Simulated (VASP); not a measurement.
ZnS:

```
Zn S
1.0
     0.00000    2.72148    2.72148
     2.72148    0.00000    2.72148
     2.72148    2.72148    0.00000
Zn S
1 1
Direct
  0.25000 0.25000 0.25000
  0.00000 0.00000 0.00000
```

- Program: VASP 6.6.1
- Task: relaxation of cell and atoms
- Functional: PBEsol
- Potentials or basis: VASP PAW PBE potentials, release 64 (Zn, S)
- Cutoff: 600 eV
- k mesh: 10 × 10 × 10
- Occupations: gaussian, width 0.02 eV
- Spin: no spin polarisation

At the start: pressure -3.2 GPa; volume 20.16 Å³/atom.

Q: How do energy, volume and symmetry change on relaxing?

A: Over 5 steps the energy falls by 9.5 meV/atom and the volume is 19.28 Å³/atom (-4.4 %); space group F-43m (No. 216, to 0.05 Å).

Step by step:
```csv
step,energy change (eV),largest force (eV/Å),pressure (GPa),volume (Å³)
1,0.0000,0.0000,-3.17,40.31
2,-0.0174,0.0000,1.12,38.03
3,-0.0189,0.0000,-0.09,38.52
4,-0.0189,0.0000,0.11,38.48
5,-0.0189,0.0000,-0.04,38.55
```

Final structure:
```cif
data_structure
_symmetry_space_group_name_H-M 'P 1'
_symmetry_Int_Tables_number 1
_cell_length_a 3.7919
_cell_length_b 3.7919
_cell_length_c 3.7919
_cell_angle_alpha 60.000
_cell_angle_beta 60.000
_cell_angle_gamma 60.000
_cell_volume 38.55
loop_
_atom_site_label
_atom_site_type_symbol
_atom_site_fract_x
_atom_site_fract_y
_atom_site_fract_z
_atom_site_occupancy
Zn1 Zn 0.25000 0.25000 0.25000 1
S1 S 0.00000 0.00000 0.00000 1
```

Caveat: the PAW data sets were made with another functional, which shifts forces and pressure a little.
